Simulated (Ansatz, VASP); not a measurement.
**Au: VASP beside Ansatz**

File INCAR:

```
SYSTEM = Au
PREC     = Accurate       ! precision mode
ENCUT    = 520            ! plane-wave cutoff, eV
EDIFF    = 1E-6           ! SCF threshold, eV
ISMEAR   = 0              ! smearing method
SIGMA    = 0.15           ! smearing width, eV
LREAL    = .FALSE.        ! projectors in reciprocal space
LASPH    = .TRUE.         ! aspherical terms in the spheres
NELM     = 100            ! most SCF steps
ALGO     = Fast           ! electronic algorithm
ISIF     = 2              ! what is computed and relaxed
LWAVE    = .FALSE.        ! write WAVECAR
LCHARG   = .FALSE.        ! write CHGCAR
GGA      = PS             ! functional
NBANDS   = 12             ! bands
```

Contents of KPOINTS:

```
regular mesh
0
G
  20 20 20
  0 0 0
```

Contents of POSCAR:

```
Au
1.0
   -1.7401324500      1.7401324500      1.6158372750
    1.7401324500     -1.7401324500      1.6158372750
    1.7401324500      1.7401324500     -1.6158372750
Au
1
Direct
    0.0000000000      0.0000000000      0.0000000000
```

Input for Ansatz:

```yaml
crystal:
  lattice:
    - [-1.74013245, 1.74013245, 1.615837275]
    - [1.74013245, -1.74013245, 1.615837275]
    - [1.74013245, 1.74013245, -1.615837275]
  atoms:
    - { symbol: Au, position: [0.0, 0.0, 0.0] }
basis:
  ecutwfc: 420
kpoints:
  mp_grid: { grid: [20, 20, 20] }
hamiltonian:
  xc: pbesol
scf:
  occupations: { method: gaussian, width: 0.15 }
output:
  forces: true
  stress: true
  eigenvalues: true
```

Change from the starting cell: strain +0.050 along x and y, -0.025 along z, atoms carried along.

Alike in both runs: task single point; functional PBEsol; k mesh 20 × 20 × 20; occupations gaussian, width 0.15 eV; no spin polarisation.

|  | VASP | Ansatz |
| --- | --- | --- |
| version | VASP 6.6.1 | Ansatz 0.2.0 |
| potentials or method | VASP PAW PBE potentials, release 64 (Au), cutoff 520 eV | scalar-relativistic, plane waves, PAW |
| valence electrons in the cell | 11 | 19 |

Ansatz gave:

| Quantity | Value |
| --- | --- |
| gap on the k mesh at the Fermi level (eV) | none |
| pressure (GPa) | -15.8 |
| traceless stress, the component that is largest in VASP (GPa) | -0.69 |

**Question.** Estimate VASP's values.

**Answer.** gap on the k mesh at the Fermi level (eV): none; pressure (GPa): -15.9; traceless stress, the component that is largest in VASP (GPa): -0.70.

VASP's potentials were made for PBE, not for PBEsol. A gap of «none» marks a metal or a gap that the smearing closes. The functional is the same, so the differences come from potentials, cutoffs and numerics. VASP's potentials hold 11 valence electrons a cell and Ansatz's 19, so a difference there can come from the potentials and not from the codes.

Neither program's run includes spin-orbit coupling.
